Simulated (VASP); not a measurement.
# HgH (P6/mmm) in VASP: a series of runs

The runs below take HgH through relaxation of cell and atoms, with PBE.

Program: VASP 6.6.1. These are calculated values, not measurements. Logs are shortened: lines on timing, memory, paths and dates and some standing lists are left out, and cuts for length are marked.

### Step 1. The cell of the first run

The structure is hexagonal, space group P6/mmm (No. 191). The conventional cell has a = 5.034 Å, b = 5.034 Å, c = 4.062 Å, α = 90.00°, β = 90.00°, γ = 120.00°. Hg (site symmetry mmm) has 6 H at 2.50 to 2.52 Å and 4 Hg at 2.52 Å within 3.3 Å. Within 3.3 Å of H (site symmetry 6/mmm) lie 6 Hg at 2.52 Å. Within 3.3 Å of H (site symmetry -6m2) lie 6 Hg at 2.50 Å and 3 H at 2.91 Å.

### Step 2. Relaxation of cell and atoms, PBE

The input, INCAR:

```
SYSTEM = HgH
PREC = Accurate
ENCUT = 600
EDIFF = 1E-6
ISMEAR = 0
SIGMA = 0.1
LREAL = .False.
LASPH = .True.
NELM = 60
ALGO = Normal
ISIF = 3
LWAVE = .False.
LCHARG = .False.
GGA = PE
IBRION = 2
NSW = 90
EDIFFG = -0.04
```

The input, KPOINTS:

```
regular mesh
0
Gamma
  6 6 4
  0 0 0
```

The input, POSCAR:

```
HgH
1.0
    5.0344439966      0.0000000000      0.0000000000
   -2.5172219983      4.3599563950      0.0000000000
    0.0000000000      0.0000000000      4.0618809518
Hg H
3 3
Direct
    0.5000000000      0.0000000000      0.0000000000
    0.5000000000      0.5000000000      0.0000000000
    0.0000000000      0.5000000000      0.0000000000
    0.0000000000      0.0000000000      0.0000000000
    0.3333333333      0.6666666667      0.5000000000
    0.6666666667      0.3333333333      0.5000000000
```

Potentials or basis: VASP PAW PBE potentials, release 64 (Hg, H).

On the command line:

```sh
> cat potpaw_PBE.64/Hg/POTCAR potpaw_PBE.64/H/POTCAR > POTCAR
> mpirun -np 1 vasp_std > vasp.out
```

OUTCAR:

```text
SYSTEM = HgH
   PREC = Accurate
   ENCUT = 600
   EDIFF = 1E-6
   ISMEAR = 0
   LREAL = .False.
   LASPH = .True.
   NELM = 60
   ISIF = 3
   GGA = PE
   IBRION = 2
   NSW = 90
   EDIFFG = -0.04

 ion  position               nearest neighbor table
   1  0.500  0.000  0.000-   2 2.52   3 2.52   2 2.52   3 2.52
   2  0.500  0.500  0.000-   3 2.52   3 2.52   1 2.52   1 2.52
   3  0.000  0.500  0.000-   2 2.52   2 2.52   1 2.52   1 2.52
   4  0.000  0.000  0.000-
   5  0.333  0.667  0.500-
   6  0.667  0.333  0.500-

  LATTYP: Found a hexagonal cell.
 ALAT       =     5.0344439966
 C/A-ratio  =     0.8068181818

  Lattice vectors:

 A1 = (   5.0344439966,   0.0000000000,   0.0000000000)
 A2 = (  -2.5172219983,   4.3599563950,   0.0000000000)
 A3 = (   0.0000000000,   0.0000000000,   4.0618809518)

Analysis of symmetry for initial positions (statically):
=====================================================================
 Subroutine PRICEL returns:
 Original cell was already a primitive cell.

 Routine SETGRP: Setting up the symmetry group for a
 hexagonal supercell.

 Subroutine GETGRP returns: Found 24 space group operations
 (whereof 24 operations were pure point group operations)
 out of a pool of 24 trial point group operations.

The static configuration has the point symmetry D_6h.

Analysis of symmetry for dynamics (positions and initial velocities):
=====================================================================
 Subroutine PRICEL returns:
 Original cell was already a primitive cell.

 Routine SETGRP: Setting up the symmetry group for a
 hexagonal supercell.

 Subroutine GETGRP returns: Found 24 space group operations
 (whereof 24 operations were pure point group operations)
 out of a pool of 24 trial point group operations.

The dynamic configuration has the point symmetry D_6h.

 Subroutine INISYM returns: Found 24 space group operations
 (whereof 24 operations are pure point group operations),
 and found     1 'primitive' translations

----------------------------------------------------------------------------------------

                                     Primitive cell

  volume of cell :      89.1581

  direct lattice vectors                    reciprocal lattice vectors
     5.034443997  0.000000000  0.000000000     0.198631666  0.114680046  0.000000000
    -2.517221998  4.359956395  0.000000000     0.000000000  0.229360092  0.000000000
     0.000000000  0.000000000  4.061880952     0.000000000  0.000000000  0.246191361

  length of vectors
     5.034443997  5.034443997  4.061880952     0.229360092  0.229360092  0.246191361

  position of ions in fractional coordinates (direct lattice)
     0.500000000  0.000000000  0.000000000
     0.500000000  0.500000000  0.000000000
     0.000000000  0.500000000  0.000000000
     0.000000000  0.000000000  0.000000000
     0.333333333  0.666666667  0.500000000
     0.666666667  0.333333333  0.500000000

  ion indices of the primitive-cell ions
   primitive index   ion index
                 1           1
                 2           2
                 3           3
                 4           4
                 5           5
                 6           6

----------------------------------------------------------------------------------------

 KPOINTS: regular mesh

Automatic generation of k-mesh.
 Grid dimensions read from file:
 generate k-points for:    6    6    4

 Generating k-lattice:

  Cartesian coordinates                     Fractional coordinates (reciprocal lattice)
     0.033105278  0.019113341  0.000000000     0.166666667  0.000000000  0.000000000
     0.000000000  0.038226682  0.000000000     0.000000000  0.166666667  0.000000000
     0.000000000  0.000000000  0.061547840     0.000000000  0.000000000  0.250000000

  Length of vectors
     0.038226682  0.038226682  0.061547840

  Shift w.r.t. Gamma in fractional coordinates (k-lattice)
     0.000000000  0.000000000  0.000000000

 Subroutine IBZKPT returns following result:
 ===========================================

 Found     21 irreducible k-points:

 Following reciprocal coordinates:
            Coordinates               Weight
  0.000000  0.000000  0.000000      1.000000
  0.166667 -0.000000  0.000000      6.000000
  0.333333  0.000000  0.000000      6.000000
  0.500000  0.000000  0.000000      3.000000
  0.166667  0.166667  0.000000      6.000000
  0.333333  0.166667  0.000000     12.000000
[... 13 lines left out ...]
  0.333333  0.166667  0.500000     12.000000
  0.333333  0.333333  0.500000      2.000000
   k-points           NKPTS =     21   k-points in BZ     NKDIM =     21   number of bands    NBANDS=     23
   number of dos      NEDOS =    301   number of ions     NIONS =      6
   total plane-waves  NPLWV =  51200
   dimension x,y,z NGX =    40 NGY =   40 NGZ =   32
   dimension x,y,z NGXF=    80 NGYF=   80 NGZF=   64
   ions per type =               3   3
   NGX,Y,Z   is equivalent  to a cutoff of  13.21, 13.21, 13.10 a.u.
   NGXF,Y,Z  is equivalent  to a cutoff of  26.42, 26.42, 26.19 a.u.
 SYSTEM =  HgH
   PREC   = accura    normal or accurate (medium, high low for compatibility)
   ISTART =      0    job   : 0-new  1-cont  2-samecut
   ICHARG =      2    charge: 1-file 2-atom 10-const
   ISPIN  =      1    spin polarized calculation?
   LNONCOLLINEAR =      F non collinear calculations
   LSORBIT =      F    spin-orbit coupling
   LASPH  =      T    aspherical Exc in radial PAW
   ENCUT  =  600.0 eV  44.10 Ry    6.64 a.u.  10.06 10.06  8.11*2*pi/ulx,y,z
   NELM   =     60;   NELMIN=  2; NELMDL= -5     # of ELM steps
   EDIFF  = 0.1E-05   stopping-criterion for ELM
   LREAL  =      F    real-space projection
   EDIFFG = -.4E-01   stopping-criterion for IOM
   NSW    =     90    number of steps for IOM
   IBRION =      2    ionic relax: 0-MD 1-quasi-New 2-CG
   NFREE  =      1    steps in history (QN), initial steepest desc. (CG)
   ISIF   =      3    stress and relaxation
   ISYM   =      2    0-nonsym 1-usesym 2-fastsym
   POTIM  = 0.5000    time-step for ionic-motion
   TEBEG  =    0.0;   TEEND  =   0.0 temperature during run
   PSTRESS=    0.0 pullay stress
   NELECT =      39.0000    total number of electrons
   NUPDOWN=      -1.0000    fix difference up-down
   EMIN   =  10.00;   EMAX   =-10.00  energy-range for DOS
   EFERMI =   0.00;   METHOD = LEGACY
   ISMEAR =     0;   SIGMA  =   0.10  broadening in eV -4-tet -1-fermi 0-gaus
   EFERMI_NEDOS =   21; number of points for ismear=-14 and -15
   IALGO  =     38    algorithm
   IMIX   =      4    mixing-type and parameters
     AMIX     =   0.40;   BMIX     =  1.00
     AMIX_MAG =   1.60;   BMIX_MAG =  1.00
  volume/ion in A,a.u.               =      14.86       100.28
  Fermi-wavevector in a.u.,A,eV,Ry     =   1.242728  2.348415 21.012469  1.544373
  Thomas-Fermi vector in A             =   2.377070
   LORBIT       =      0    0 simple, 1 ext, 2 COOP (PROOUT), +10 PAW based schemes
   GGA     = PE    functional components
   LHFCALC =     F    Hartree Fock is set to
   AEXX    =    0.0000 exact exchange contribution
   IVDW    =     0    specifies the selected vdW correction
   LEPSILON=     F    determine dielectric tensor
   LRPA    =     F    only Hartree local field effects (RPA)
 conjugate gradient relaxation of ions
 non-spin polarized calculation
 Gauss-broadening in eV      SIGMA  =   0.10
  energy-cutoff  :      600.00
  volume of cell :       89.16
 maximum number of plane-waves:      3006
   NGX = 21   NGY = 21   NGZ = 17

--------------------------------------- Ionic step        1  -------------------------------------------

 number of electron      39.0000012 magnetization

 Free energy of the ion-electron system (eV)
  ---------------------------------------------------
  ext. energy  EPLUGINS =         0.00000000
  ---------------------------------------------------
  free energy    TOTEN  =        -3.25923532 eV

  energy without entropy =       -3.24898675  energy(sigma->0) =       -3.25411103

------------------------ aborting loop because EDIFF is reached ----------------------------------------

  FORCE on cell =-STRESS in cart. coord.  units (eV):
  Direction    XX          YY          ZZ          XY          YZ          ZX
  --------------------------------------------------------------------------------------
  -------------------------------------------------------------------------------------
  Total       20.6082039     20.6082039      1.1894413      0.0000000      0.0000000      0.0000000
  in kB      370.3308353    370.3308353     21.3743423      0.0000000      0.0000000      0.0000000
  external PRESSURE =     254.0120043 kB  Pullay stress =       0.0000000 kB
[... 25 lines left out ...]
  energy  without entropy=       -3.2489867507  energy(sigma->0) =       -3.25411103

--------------------------------------- Ionic step        2  -------------------------------------------

 number of electron      39.0000013 magnetization

 E-fermi :  -0.3555     XC(G=0):  -8.5773

 val. band max:       -0.3720588195   @ k =   0.3333   0.1667   0.2500
 cond. band min:      -0.3388374700   @ k =   0.1667   0.1667   0.0000
 fundamental gap:      0.0332213496
 Fermi energy:        -0.3554585155

 k-point     1 :       0.0000    0.0000    0.0000
  band No.  band energies     occupation
      1      -8.9428      2.00000
      2      -7.8206      2.00000
      3      -7.8206      2.00000
      4      -7.3690      2.00000
      5      -7.2596      2.00000
      6      -6.9787      2.00000
[... 608 lines left out ...]
  FREE ENERGIE OF THE ION-ELECTRON SYSTEM (eV)
  ---------------------------------------------------
  free  energy   TOTEN  =        -5.1910171671 eV

  energy  without entropy=       -5.1823288907  energy(sigma->0) =       -5.18667303

[... ionic steps 4 to 13 ...]

--------------------------------------- Ionic step       14  -------------------------------------------

 number of electron      39.0000014 magnetization

------------------------ aborting loop because EDIFF is reached ----------------------------------------

  FORCE on cell =-STRESS in cart. coord.  units (eV):
  Direction    XX          YY          ZZ          XY          YZ          ZX
  --------------------------------------------------------------------------------------
  -------------------------------------------------------------------------------------
  Total        1.3812111      1.3812111      0.9009228      0.0000000     -0.0000000     -0.0000000
  in kB       22.1814890     22.1814890     14.4683239      0.0000000     -0.0000000     -0.0000000
  external PRESSURE =      19.6104340 kB  Pullay stress =       0.0000000 kB
[... 65 lines left out ...]
  energy  without entropy=       -5.6754841889  energy(sigma->0) =       -5.67789237

--------------------------------------- Ionic step       16  -------------------------------------------

 number of electron      38.9999995 magnetization

 Free energy of the ion-electron system (eV)
  ---------------------------------------------------
  ext. energy  EPLUGINS =         0.00000000
  ---------------------------------------------------
  free energy    TOTEN  =        -5.68567950 eV

  energy without entropy =       -5.68053887  energy(sigma->0) =       -5.68310919

 E-fermi :   0.5340     XC(G=0):  -9.3655

 val. band max:        0.5225184513   @ k =   0.3333   0.3333   0.2500
 cond. band min:       0.6307268523   @ k =   0.5000   0.0000   0.5000
 fundamental gap:      0.1082084011
 Fermi energy:         0.5339654633

 k-point     1 :       0.0000    0.0000    0.0000
  band No.  band energies     occupation
      1      -8.8614      2.00000
      2      -7.0544      2.00000
      3      -6.7376      2.00000
      4      -6.7376      2.00000
      5      -6.6193      2.00000
      6      -6.6193      2.00000
[... 568 lines left out ...]
  FREE ENERGIE OF THE ION-ELECTRON SYSTEM (eV)
  ---------------------------------------------------
  free  energy   TOTEN  =        -5.6856795040 eV

  energy  without entropy=       -5.6805388684  energy(sigma->0) =       -5.68310919

 reached required accuracy - stopping structural energy minimisation
```

It took 3.5 min on 1 thread of Intel Xeon 6975P-C (Granite Rapids), shared host; peak memory 0.25 GiB.

Results:

- Free energy: -5.6857 eV
- Relaxed volume: 17.49 Å³/atom
- Relaxed cell: a = 6.266 Å, b = 6.266 Å, c = 3.086 Å, α = 90.00°, β = 90.00°, γ = 120.00°
- Space group after relaxing (to 0.1 Å): P6/mmm (No. 191)
- Energy gained by relaxing: 404.4 meV/atom
- Ionic steps: 16
- Pressure after relaxing: -0.1 GPa
- Band gap on the k mesh: zero (an odd number of electrons rules out a gap without spin polarisation)

Stress tensor (GPa, compression positive):
```
-0.06  0.00  0.00
 0.00 -0.06  0.00
 0.00  0.00 -0.23
```

The path:
| step | energy change (eV) | largest force (eV/Å) | pressure (GPa) | volume (Å³) |
| --- | --- | --- | --- | --- |
| 1 | 0.0000 | 0.0000 | 25.40 | 89.16 |
| 2 | -1.8192 | 0.0000 | -3.42 | 122.31 |
| 3 | -1.9318 | 0.0000 | -0.26 | 111.60 |
| 4 | -1.9340 | 0.0000 | -0.94 | 113.26 |
| 5 | -1.9343 | 0.0000 | -0.75 | 112.75 |
| 6 | -1.9555 | 0.0000 | -0.55 | 111.47 |
| 7 | -1.9943 | 0.0000 | 0.29 | 107.58 |
| 8 | -2.0009 | 0.0000 | 2.89 | 99.67 |
| 9 | -2.0125 | 0.0000 | 2.83 | 99.58 |
| 10 | -2.0560 | 0.0000 | 2.80 | 99.28 |
| 11 | -2.1801 | 0.0000 | 2.72 | 98.49 |
| 12 | -2.3268 | 0.0000 | 4.12 | 96.13 |
| 13 | -2.3382 | 0.0000 | 3.57 | 96.67 |
| 14 | -2.3951 | 0.0000 | 1.96 | 99.77 |
| 15 | -2.4211 | 0.0000 | -0.76 | 106.96 |
| 16 | -2.4264 | 0.0000 | -0.11 | 104.94 |

Final structure:
```
Hg H
1.0
     6.26648    0.00000    0.00000
    -3.13324    5.42693    0.00000
     0.00000    0.00000    3.08563
Hg H
3 3
Direct
  0.50000 0.00000 0.00000
  0.50000 0.50000 0.00000
  0.00000 0.50000 0.00000
  0.00000 0.00000 0.00000
  0.33333 0.66667 0.50000
  0.66667 0.33333 0.50000
```

Caveat: the k points lie up to 0.51 Å⁻¹ apart in the final cell, too coarse for converged energies and pressures of a metal; the volume moved by over 15 % at a fixed basis, so the end points are rough; spin-orbit coupling is left out, which moves the levels of the heavy elements.

### Step 3. Relaxation of cell and atoms, PBE

This run uses another cell than the first one, of 17.84 Å³/atom.

The input, INCAR:

```
  PREC = Accurate
  ENCUT = 600
  EDIFF = 1E-6
  ISMEAR = 0
  SIGMA = 0.1
  LREAL = False
  LASPH = True
  NELM = 100
  ALGO = Normal
  ISIF = 3
  LWAVE = False
  LCHARG = False
  GGA = PE
  IBRION = 2
  NSW = 100
  EDIFFG = -0.01
```

The input, KPOINTS:

```
regular mesh
0
Gamma
  6 6 12
```

Edit POSCAR of step 2 so:

```diff
@@ -2,5 +2,5 @@
 1.0
-    5.0344439966      0.0000000000      0.0000000000
-   -2.5172219983      4.3599563950      0.0000000000
-    0.0000000000      0.0000000000      4.0618809518
+    6.5023227587      0.0000000000      0.0000000000
+   -3.2511613793      5.6311766926      0.0000000000
+    0.0000000000      0.0000000000      2.9232052625
 Hg H
```

Potentials or basis: VASP PAW PBE potentials, release 64 (Hg, H).

On the command line:

```sh
> cat potpaw_PBE.64/Hg/POTCAR potpaw_PBE.64/H/POTCAR > POTCAR
> mpirun -np 1 vasp_std > vasp.out
```

Run time: 7.6 min. Hardware: 1 thread of Intel Xeon 6975P-C (Granite Rapids), shared host; peak memory 0.34 GiB.

The run converged. Its results:

```yaml
Free_energy: -5.5481 eV
Relaxed_volume: 17.46 Å³/atom
Relaxed_cell: a = 6.054 Å, b = 6.054 Å, c = 3.300 Å, α = 90.00°, β = 90.00°, γ = 120.00°
Space_group_after_relaxing_to_0.1_Å: P6/mmm (No. 191)
Energy_gained_by_relaxing: 12.7 meV/atom
Ionic_steps: 13
Pressure_after_relaxing: 0.0 GPa
Band_gap_on_the_k_mesh: zero (an odd number of electrons rules out a gap without spin polarisation)
```

The path:
```csv
step,energy change (eV),largest force (eV/Å),pressure (GPa),volume (Å³)
1,0.0000,0.0000,0.22,107.04
2,-0.0140,0.0000,-0.08,107.42
3,-0.0384,0.0000,-0.66,108.35
4,-0.0395,0.0000,-1.51,109.97
5,-0.0527,0.0000,-1.20,108.63
6,-0.0755,0.0000,0.08,104.59
7,-0.0756,0.0000,0.19,104.29
8,-0.0756,0.0000,0.14,104.42
9,-0.0758,0.0000,0.12,104.46
10,-0.0759,0.0000,0.11,104.49
11,-0.0758,0.0000,0.09,104.55
12,-0.0759,0.0000,0.12,104.51
13,-0.0760,0.0000,0.03,104.75
```

Final structure:
```
Hg H
1.0
     6.05414    0.00000    0.00000
    -3.02707    5.24304    0.00000
     0.00000    0.00000    3.30007
Hg H
3 3
Direct
  0.50000 0.00000 0.00000
  0.50000 0.50000 0.00000
  0.00000 0.50000 0.00000
  0.00000 0.00000 0.00000
  0.33333 0.66667 0.50000
  0.66667 0.33333 0.50000
```

Levels at points of the mesh, in eV from the Fermi level:
```tsv
k point	band 17	band 18	band 19	band 20	band 21	band 22	band 23
(0.00, 0.00, 0.00)	-4.98	-1.25	-1.25	-0.78	0.81	0.81	3.65
(0.50, 0.00, 0.00)	-5.86	-2.48	-2.14	0.67	1.78	4.42	4.84
(0.00, 0.00, 0.50)	-3.78	0.13	0.46	0.63	1.38	1.38	2.62
(0.50, 0.00, 0.50)	-3.07	-2.80	-1.83	-0.43	0.42	2.54	3.83
```

Caveat: spin-orbit coupling is left out, which moves the levels of the heavy elements.

The gap in the log of VASP goes by the Fermi energy; the results here count the filled bands.